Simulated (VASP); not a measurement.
Set up this calculation in VASP 6.6.1, as the native input.

```yaml
Task: single point
Functional: BLYP
Potentials_or_basis: VASP PAW PBE potentials, release 64 (Mg, B)
Cutoff: 520 eV
k_mesh: 10 × 10 × 8
Occupations: fermi-dirac, width 0.05 eV
Spin: no spin polarisation
Dipole_correction: no
Further_INCAR_settings: ALGO = Normal; EDIFF = 1e-06; NBANDS = 11
```

The structure of MgB2 lies in POSCAR:

```
MgB2
1.0
    3.0879093926      0.0000000000      0.0000000000
   -1.5439546963      2.6742079786      0.0000000000
    0.0000000000      0.0000000000      3.5447261305
Mg B
1 2
Direct
    0.0000000000      0.0000000000      0.0000000000
    0.6666666667      0.3333333333      0.5000000000
    0.3333333333      0.6666666667      0.5000000000
```

The input as run:

INCAR

```
SYSTEM = MgB2
PREC     = Accurate       ! precision mode
ENCUT    = 520            ! plane-wave cutoff, eV
EDIFF    = 1E-6           ! SCF threshold, eV
ISMEAR   = -1             ! smearing method
SIGMA    = 0.05           ! smearing width, eV
LREAL    = .False.        ! projectors in reciprocal space
LASPH    = .True.         ! aspherical terms in the spheres
NELM     = 80             ! most SCF steps
ALGO     = Normal         ! electronic algorithm
ISIF     = 2              ! what is computed and relaxed
LWAVE    = .False.        ! write WAVECAR
LCHARG   = .False.        ! write CHGCAR
GGA      = B5             ! functional
ALDAX    = 1.0          
AGGAX    = 1.0          
AGGAC    = 1.0          
ALDAC    = 0.0          
NBANDS   = 11             ! bands
```

KPOINTS

```
Automatic mesh
0
Gamma
  10 10 8
  0 0 0
```

Potentials or basis: VASP PAW PBE potentials, release 64 (Mg, B).

Run with:

```console
$ cat potpaw_PBE.64/Mg/POTCAR potpaw_PBE.64/B/POTCAR > POTCAR
$ mpirun -np 1 vasp_std > vasp.out
```

Results of the run:

The pressure is -0.2 GPa and the band gap on the k mesh is zero (band 4 reaches 6.77 eV, above the bottom of band 5 at 4.48 eV).

Caveat: the PAW data sets were made with another functional, which shifts forces and pressure a little.

Wall time 41 s on 1 thread of Intel Xeon 8259CL (shared host), peak memory 0.16 GiB.
